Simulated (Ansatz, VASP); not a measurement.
Two plane-wave programs on ZnS

```xyz
2
Lattice="0.0000 2.7218 2.7218 2.7218 0.0000 2.7218 2.7218 2.7218 0.0000" Properties=species:S:1:pos:R:3 pbc="T T T"
Zn    0.0000    0.0000    0.0000
S     4.0827    4.0827    4.0827
```

Alike in both runs: functional PBE; k mesh 8 × 8 × 8; occupations gaussian, width 0.02 eV; no spin polarisation.

Ansatz relaxed the structure, and its values are those at the end. VASP's run is a single point on that final structure, the one shown.

|  | VASP | Ansatz |
| --- | --- | --- |
| version | VASP 6.6.1 | Ansatz 0.2.0 |
| potentials or method | VASP PAW PBE potentials, release 64 (Zn, S), cutoff 520 eV | scalar-relativistic, plane waves, PAW |
| valence electrons in the cell | 18 | 18 |

Ansatz gave:

```
gap on the k mesh at the Fermi level (eV) : 2.01
least direct gap on the mesh (eV)         : 2.01
pressure (GPa)                            : 0.0
```

Which values does VASP return?

gap on the k mesh at the Fermi level (eV): 2.02; least direct gap on the mesh (eV): 2.02; pressure (GPa): 0.1.
